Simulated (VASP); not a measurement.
Write the native input for VASP 6.6.1 that does the following.

| Property | Result |
| --- | --- |
| Task | single point |
| Functional | BLYP |
| Dispersion | D3(BJ) |
| Potentials or basis | VASP PAW PBE potentials, release 64 (Ta_pv) |
| Cutoff | 520 eV |
| k mesh | 12 × 12 × 6 |
| Occupations | methfessel-paxton, width 0.1 eV |
| Spin | no spin polarisation |
| Dipole correction | no |
| Further INCAR settings | ALGO = Normal; EDIFF = 1e-06; NBANDS = 18 |

The structure of Ta lies in POSCAR:

```
Ta
1.0
    2.8465427652      0.0000000000      0.0000000000
   -1.4232713826      2.4651783476      0.0000000000
    0.0000000000      0.0000000000      5.1047151859
Ta
2
Direct
    0.6666666667      0.3333333333      0.7500000000
    0.3333333333      0.6666666667      0.2500000000
```

This isn't the form of Ta at room conditions, which is bcc.

The input as run:

INCAR

```
AGGAC = 1.0 ; AGGAX = 1.0
ALDAC = 0.0 ; ALDAX = 1.0
ALGO = Normal ; EDIFF = 1E-6
ENCUT = 520 ; GGA = B5
ISIF = 2 ; ISMEAR = 1
IVDW = 12 ; LASPH = T
LCHARG = F ; LREAL = F
LWAVE = F ; NBANDS = 18
NELM = 80 ; PREC = Accurate
SIGMA = 0.1 ; VDW_A1 = 0.4298
VDW_A2 = 4.2359 ; VDW_S6 = 1.0
VDW_S8 = 2.6996
```

KPOINTS

```
k-points
0
Gamma
  12 12 6
```

Potentials or basis: VASP PAW PBE potentials, release 64 (Ta_pv).

Command:

```bash
$ cat potpaw_PBE.64/Ta_pv/POTCAR > POTCAR
$ mpirun -np 1 vasp_std > vasp.out
```

Results of the run:

| Item | Value |
| --- | --- |
| Pressure | 1.1 GPa |
| Band gap on the k mesh | zero (bands 11 and 12 overlap by 2.68 eV) |
| Dispersion energy per atom | -1.648 eV |

Caveat: the dispersion term is far too large for a dense solid, which distorts pressure and volume; the PAW data sets were made with another functional, which shifts forces and pressure a little; spin-orbit coupling is left out, which moves the levels of the heavy elements.

Run time: 42 s on 1 thread of AMD EPYC 7R13 Processor (Zen 3), with other jobs on the host, peak memory 0.16 GiB.
